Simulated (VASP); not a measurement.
MnO, 2 atoms in the cell. It takes space group Fm-3m (No. 225, cubic). The conventional cell has a = 4.444 Å, b = 4.444 Å, c = 4.444 Å, α = 90.00°, β = 90.00°, γ = 90.00°. Within 2.9 Å of Mn (site symmetry m-3m) lie 6 O at 2.22 Å. O (site symmetry m-3m) has 6 Mn at 2.22 Å within 2.9 Å. 

* Program: VASP 6.6.1
* Task: single point
* Functional: LDA
* Potentials or basis: VASP PAW LDA potentials, release 64 (Mn_pv, O)
* Cutoff: 520 eV
* k mesh: 7 × 7 × 7
* Occupations: gaussian, width 0.05 eV
* Spin: collinear spin, ferromagnetic start
* Starting moments: [2.81, 0.07] μB
* Hubbard terms: Mn d U = 4.0 eV, J = 0.7 eV
* Dipole correction: no
* LDAUTYPE: 1
* Hund's J: 0.7
* Further INCAR settings: ALGO = Normal; EDIFF = 1e-06; NBANDS = 20

Potentials or basis: VASP PAW LDA potentials, release 64 (Mn_pv, O).

Launch:

```bash
$ cat potpaw_LDA.64/Mn_pv/POTCAR potpaw_LDA.64/O/POTCAR > POTCAR
$ mpirun -np 1 vasp_std > vasp.out
```

Hardware: 1 thread of Intel Xeon 8259CL, with other jobs on the host.

Task: How long does it take, and how much memory?

Result: Wall time 18 s on 1 thread of Intel Xeon 8259CL, on a shared host, peak memory 0.13 GiB. Counts: scf iterations 15, k points 20.
